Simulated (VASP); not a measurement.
Here is a VASP 6.6.1 calculation.

File INCAR:

```
PREC = Accurate
ENCUT = 520
EDIFF = 1E-6
ISMEAR = 0
SIGMA = 0.15
LREAL = False
LASPH = True
NELM = 100
ALGO = Fast
ISIF = 2
LWAVE = False
LCHARG = True
GGA = PS
LELF = True
LVHAR = True
NBANDS = 14
```

KPOINTS

```
Automatic mesh
0
Gamma
  24 24 24
```

Contents of POSCAR:

```
Rh
1.0
    0.0000000000      1.7894270607      2.1473124729
    1.7894270607      0.0000000000      2.1473124729
    1.7894270607      1.7894270607      0.0000000000
Rh
1
Direct
    0.0000000000      0.0000000000      0.0000000000
```

Potentials or basis: VASP PAW PBE potentials, release 64 (Rh_pv).

The run is started by

```console
$ cat potpaw_PBE.64/Rh_pv/POTCAR > POTCAR
$ mpirun -np 1 vasp_std > vasp.out
```

Question: What does it give for the pressure?

Answer: 0.9 GPa.

Question: What does it give for the band gap on the k mesh?

Answer: Zero (an odd number of electrons rules out a gap without spin polarisation).

Stress tensor (GPa, compression positive):
```
 14.60   0.00   0.00
  0.00  14.60   0.00
  0.00   0.00 -26.63
```

Caveat: the stress differs along the axes, from -27 to 15 GPa; the PAW data sets were made with another functional, which shifts forces and pressure a little.
